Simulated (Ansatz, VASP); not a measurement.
C: VASP beside Ansatz

```
C
1.0
     0.00000    1.77690    1.77690
     1.77690    0.00000    1.77690
     1.77690    1.77690    0.00000
C
2
Direct
  0.50000 0.50000 0.50000
  0.75000 0.75000 0.75000
```

Alike in both runs: functional PBEsol; k mesh 12 × 12 × 12; no spin polarisation.

Ansatz relaxed the structure, and its values are those at the end. VASP's run is a single point on that final structure, the one shown.

```csv
,VASP,Ansatz
version,VASP 6.6.1,Ansatz 0.2.0
potentials or method,"VASP PAW PBE potentials, release 64 (C), cutoff 520 eV","scalar-relativistic, plane waves, PAW"
occupations,"gaussian, width 0.01 eV",fixed
valence electrons in the cell,8,8
```

Ansatz gave:

```
gap on the k mesh at the Fermi level (eV) : 4.07
least direct gap on the mesh (eV)         : 5.57
pressure (GPa)                            : 0.0
```

Question: What did VASP give for the same quantities?

Answer: gap on the k mesh at the Fermi level (eV): 4.06; least direct gap on the mesh (eV): 5.57; pressure (GPa): 1.1.

VASP's potentials were made for PBE, not for PBEsol.
